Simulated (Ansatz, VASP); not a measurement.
**One calculation of Si, two programs**

```
Si
1.0
     0.00000    0.00000    3.83736
     3.32219   -3.32219   -1.91868
     6.64438    6.64438    0.00000
Si
8
Cartesian
  1.1876 1.1876 -0.0707
  4.5097 4.5097 1.8762
  2.1346 2.1346 1.8762
  5.4568 5.4568 -0.0707
  2.1346 -2.1346 1.7985
  5.4568 1.1876 0.2334
  1.1876 -1.1876 -0.1202
  4.5097 2.1346 2.1521
```

Change from the starting cell: mode 4 frozen in at -0.177 Å and mode 7 at -0.057 Å (largest displacements).

Alike in both runs: task single point; functional PBEsol; k mesh 10 × 10 × 4; occupations gaussian, width 0.03 eV; no spin polarisation.

```csv
,VASP,Ansatz
version,VASP 6.6.1,Ansatz 0.2.0
potentials or method,"VASP PAW PBE potentials, release 64 (Si), cutoff 520 eV","scalar-relativistic, plane waves, PAW"
valence electrons in the cell,32,32
```

|  | VASP | Ansatz | Ansatz less VASP |
| --- | --- | --- | --- |
| gap on the k mesh at the Fermi level (eV) | 0.04 | 0.05 | +0.009 |
| least direct gap on the mesh (eV) | 0.36 | 0.36 | +0.007 |
| pressure (GPa) | -0.2 | -0.3 | -0.11 |
| traceless stress, the component that is largest in VASP (GPa) | 0.10 | 0.11 | +0.005 |
| rms of the force components (eV/Å) | 0.148 | 0.149 | +0.0007 |

VASP's potentials were made for PBE, not for PBEsol, and Ansatz warns of the same on its side. Atom by atom the forces differ by 0.002 eV/Å (rms over components). With one functional, cell and mesh, what is left measures potentials, basis and numerics.
